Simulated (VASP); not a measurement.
## Si6O11 (a cell with a defect): single point with PBE

The system is Si6O11 (a cell with a defect).

```
Si O
1.0
    -2.51033    4.34801    0.00000
     0.00000    0.00000    5.50927
     7.53098    4.34801    0.00000
Si O
6 11
Direct
  0.76175 0.33333 0.23825
  0.26175 0.33333 0.73825
  0.97650 0.66667 0.50000
  0.47650 0.66667 0.00000
  0.26175 0.00000 0.26175
  0.76175 0.00000 0.76175
  0.04865 0.20557 0.20723
  0.54865 0.20557 0.70723
  0.78651 0.53891 0.37206
  0.28651 0.53891 0.87206
  0.66483 0.87224 0.92071
  0.28651 0.79443 0.12794
  0.78651 0.79443 0.62794
  0.66483 0.46109 0.07929
  0.16483 0.46109 0.57929
  0.19877 0.84618 0.43376
  0.04865 0.12776 0.79277
```

This cell differs from its parent crystal: atoms taken out, atom 16 moved 1.000 of the way to it and +0.250 Å across, host rigid.

```json
{"Program": "VASP 6.6.1", "Task": "single point", "Functional": "PBE", "Potentials or basis": "VASP PAW PBE potentials, release 64 (Si, O)", "Cutoff": "520 eV", "k mesh": "4 × 4 × 2", "Occupations": "gaussian, width 0.05 eV", "Spin": "no spin polarisation", "Dipole correction": "no", "Charge": "2", "Further INCAR settings": "LREAL = Auto; ALGO = Normal; EDIFF = 1e-07; NBANDS = 59; NELECT = 88.0"}
```

The largest force is 5.124 eV/Å.

Forces on the atoms (eV/Å):
```
Si  -0.708  0.393  2.495
Si  -0.060 -0.150  0.161
Si   1.628  0.757 -1.019
Si  -1.347 -0.860  0.243
Si   2.242 -0.576 -2.672
Si  -0.084  0.010 -0.106
O    0.324  0.496 -0.781
O   -0.086  0.075 -0.061
O   -0.367 -1.146 -0.875
O    0.327  0.259  0.134
O    0.514  0.114 -0.296
O    0.809  0.675  1.049
O   -0.262 -0.162  0.083
O    0.688  0.638 -1.191
O    0.168 -0.051 -0.551
O   -3.827 -0.542  3.364
O    0.040  0.070  0.024
```

Levels at points of the mesh, in eV from the Fermi level:
| k point | band 40 | band 41 | band 42 | band 43 | band 44 | band 45 | band 46 | band 47 | band 48 | band 49 |
| --- | --- | --- | --- | --- | --- | --- | --- | --- | --- | --- |
| (0.00, 0.00, 0.00) | -0.84 | -0.71 | -0.50 | -0.25 | -0.15 | -0.04 | 4.38 | 6.26 | 6.72 | 7.14 |
| (0.50, 0.00, 0.00) | -0.78 | -0.71 | -0.51 | -0.05 | 0.03 | 0.55 | 3.33 | 6.60 | 6.68 | 7.78 |
| (0.00, 0.50, 0.00) | -0.99 | -0.79 | -0.25 | -0.17 | -0.08 | -0.01 | 4.12 | 6.75 | 7.11 | 8.07 |
| (0.50, 0.50, 0.00) | -0.71 | -0.57 | -0.55 | -0.47 | -0.29 | 0.42 | 3.53 | 6.41 | 6.99 | 8.02 |
| (0.00, 0.00, 0.50) | -0.81 | -0.62 | -0.51 | -0.23 | -0.18 | -0.04 | 4.38 | 6.14 | 6.90 | 7.39 |
| (0.50, 0.00, 0.50) | -0.90 | -0.61 | -0.50 | -0.04 | 0.03 | 0.55 | 3.35 | 6.54 | 6.62 | 7.72 |
| (0.00, 0.50, 0.50) | -0.88 | -0.73 | -0.30 | -0.23 | -0.08 | -0.01 | 4.13 | 6.88 | 7.09 | 8.01 |
| (0.50, 0.50, 0.50) | -0.70 | -0.63 | -0.53 | -0.32 | -0.23 | 0.37 | 3.52 | 6.43 | 6.97 | 8.03 |

Run time: 20 min on 1 thread of Intel Xeon 8259CL, on a shared host, peak memory 0.43 GiB.

Caveat: the k points lie up to 0.36 Å⁻¹ apart; the cell carries a net charge on a neutralising background, which shifts energy and pressure; the cell differs from its parent crystal (atoms taken out, atom 16 moved 1.000 of the way to it and +0.250 Å across, host rigid); the cell is charged against a uniform background, so pressure and absolute levels hang on convention.
